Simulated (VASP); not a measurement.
Set up this calculation in VASP 6.6.1, as the native input.

* Task: single point
* Functional: r2SCAN
* Potentials or basis: VASP PAW PBE potentials, release 64 (Cd, Se)
* Cutoff: 520 eV
* k mesh: 6 × 6 × 4
* Occupations: gaussian, width 0.02 eV
* Spin: no spin polarisation
* Dipole correction: no
* Further INCAR settings: ALGO = Normal; EDIFF = 1e-07; NBANDS = 26

CdSe:

```xyz
4
Lattice="4.3407 0.0000 0.0000 -2.1704 3.7592 0.0000 0.0000 0.0000 7.0761" Properties=species:S:1:pos:R:3 pbc="T T T"
Cd    0.0000    2.5061    0.0319
Cd    2.1704    1.2531    3.5700
Se    0.0000    2.5061    2.6924
Se    2.1704    1.2531    6.2304
```

The input as run:

POSCAR

```
CdSe
1.0
    4.3407367120      0.0000000000      0.0000000000
   -2.1703683560      3.7591882638      0.0000000000
    0.0000000000      0.0000000000      7.0761065253
Cd Se
2 2
Direct
    0.3333333333      0.6666666667      0.0045109635
    0.6666666667      0.3333333333      0.5045109635
    0.3333333333      0.6666666667      0.3804890365
    0.6666666667      0.3333333333      0.8804890365
```

INCAR.step1

```
  PREC = Accurate
  ENCUT = 520
  ISMEAR = 0
  SIGMA = 0.02
  LREAL = F
  LASPH = T
  NELM = 60
  NBANDS = 26
  GGA = PE
  ALGO = Normal
  EDIFF = 1E-4
  LWAVE = T
  LCHARG = F
```

INCAR.step2

```
  PREC = Accurate
  ENCUT = 520
  EDIFF = 1E-7
  ISMEAR = 0
  SIGMA = 0.02
  LREAL = F
  LASPH = T
  NELM = 60
  ALGO = Normal
  ISIF = 2
  LWAVE = F
  LCHARG = F
  METAGGA = R2SCAN
  LMIXTAU = T
  NBANDS = 26
  ISTART = 1
```

KPOINTS

```
Automatic mesh
0
Gamma
  6 6 4
```

Potentials or basis: VASP PAW PBE potentials, release 64 (Cd, Se).

Run with:

```console
$ cat potpaw_PBE.64/Cd/POTCAR potpaw_PBE.64/Se/POTCAR > POTCAR
$ cp INCAR.step1 INCAR
$ mpirun -np 1 vasp_std > vasp.out
$ cp INCAR.step2 INCAR
$ mpirun -np 1 vasp_std > vasp.out
```

Results of the run:

```json
{
  "Pressure": "0.2 GPa",
  "Band gap on the k mesh": "1.09 eV"
}
```

Caveat: the PAW data sets were made with another functional, which shifts forces and pressure a little.

Run time: 6.2 min on 1 thread of Intel Xeon 8259CL, on a shared host, peak memory 0.27 GiB.
